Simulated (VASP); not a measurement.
**WC: single point with PBEsol**

Crystal: WC.

```xyz
2
Lattice="2.9005 0.0000 0.0000 -1.4503 2.5119 0.0000 0.0000 0.0000 2.8290" Properties=species:S:1:pos:R:3 pbc="T T T"
W     0.2121    0.2121   -0.1500
C     1.4503    0.8373    1.4145
```

This cell differs from its parent crystal: atom 1 (W) moved by (+0.300, -0.150) A along [1 1 0] and z.

| Quantity | Value |
| --- | --- |
| Program | VASP 6.6.1 |
| Task | single point |
| Functional | PBEsol |
| Potentials or basis | VASP PAW PBE potentials, release 64 (W_sv, C) |
| Cutoff | 520 eV |
| k mesh | 18 × 18 × 16 |
| Occupations | methfessel-paxton, width 0.2 eV |
| Spin | no spin polarisation |

The pressure is 22.1 GPa. The largest force is 6.447 eV/Å and the band gap on the k mesh is zero (bands 9 and 10 overlap by 1.13 eV).

Forces on the atoms (eV/Å):
```
W   -4.549 -3.351  3.106
C    4.549  3.351 -3.106
```

Stress tensor (GPa, compression positive):
```
 27.87  12.88 -20.17
 12.88   3.70 -12.83
-20.17 -12.83  34.82
```

Levels at points of the mesh, in eV from the Fermi level:
| k point | band 6 | band 7 | band 8 | band 9 | band 10 | band 11 | band 12 | band 13 |
| --- | --- | --- | --- | --- | --- | --- | --- | --- |
| (0.00, 0.00, 0.00) | -5.36 | -3.97 | -2.99 | -0.29 | 2.41 | 3.28 | 4.25 | 6.23 |
| (0.50, 0.00, 0.00) | -8.29 | -4.78 | -4.00 | -0.53 | 2.56 | 3.91 | 4.69 | 7.41 |
| (0.00, 0.50, 0.00) | -6.77 | -4.88 | -3.32 | -0.20 | 2.03 | 4.51 | 5.20 | 5.70 |
| (0.50, 0.50, 0.00) | -7.17 | -5.11 | -3.94 | 0.43 | 2.17 | 4.32 | 5.16 | 6.75 |
| (0.00, 0.00, 0.50) | -8.78 | -3.90 | -1.55 | -0.91 | 0.04 | 1.95 | 3.79 | 6.88 |
| (0.50, 0.00, 0.50) | -6.07 | -4.14 | -3.59 | -0.74 | 4.30 | 5.14 | 6.34 | 8.34 |
| (0.00, 0.50, 0.50) | -7.29 | -5.47 | -4.53 | 0.82 | 4.11 | 4.98 | 5.68 | 8.53 |
| (0.50, 0.50, 0.50) | -6.78 | -4.99 | -3.85 | 0.11 | 3.88 | 4.79 | 5.13 | 8.66 |

Run time: 11 min on 1 thread of Intel Xeon 8259CL (shared host), peak memory 0.89 GiB.

Caveat: the cell differs from its parent crystal (atom 1 (W) moved by (+0.300, -0.150) A along [1 1 0] and z); the cell stands under pressure; the PAW data sets were made with another functional, which shifts forces and pressure a little; spin-orbit coupling is left out, which moves the levels of the heavy elements.
